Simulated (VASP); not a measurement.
Here is a VASP 6.6.1 calculation.

Contents of INCAR:

```
SYSTEM = La
  PREC = Accurate
  ENCUT = 600
  EDIFF = 1E-6
  ISMEAR = -1
  SIGMA = 0.05
  LREAL = .FALSE.
  LASPH = .TRUE.
  NELM = 100
  ALGO = Normal
  ISIF = 3
  LWAVE = .FALSE.
  LCHARG = .FALSE.
  GGA = PS
  IBRION = 2
  NSW = 80
  EDIFFG = -0.02
  PSTRESS = 100.0
```

The input KPOINTS:

```
Automatic mesh
0
G
  9 9 9
  0 0 0
```

File POSCAR:

```
La
1.0
   -2.1238310710      2.1238310710      2.1238310710
    2.1238310710     -2.1238310710      2.1238310710
    2.1238310710      2.1238310710     -2.1238310710
La
1
Direct
    0.0000000000      0.0000000000      0.0000000000
```

Potentials or basis: VASP PAW PBE potentials, release 64 (La).

Run with:

```console
$ cat potpaw_PBE.64/La/POTCAR > POTCAR
$ mpirun -np 1 vasp_std > vasp.out
```

Question: Predict the space group after relaxing (to 0.05 Å).

Answer: Im-3m (No. 229).

Question: What does it give for the relaxed volume?

Answer: 26.83 Å³/atom.

Final structure:
```yaml
crystal:
  lattice:
    - [-1.88595, 1.88595, 1.88595]
    - [1.88595, -1.88595, 1.88595]
    - [1.88595, 1.88595, -1.88595]
  atoms:
    - { symbol: La, position: [0.00000, 0.00000, 0.00000] }
```

Caveat: the cell is relaxed towards a set pressure, so the enthalpy falls and the energy may rise; the volume moved by over 15 % at a fixed basis, so the end points are rough; the PAW data sets were made with another functional, which shifts forces and pressure a little.
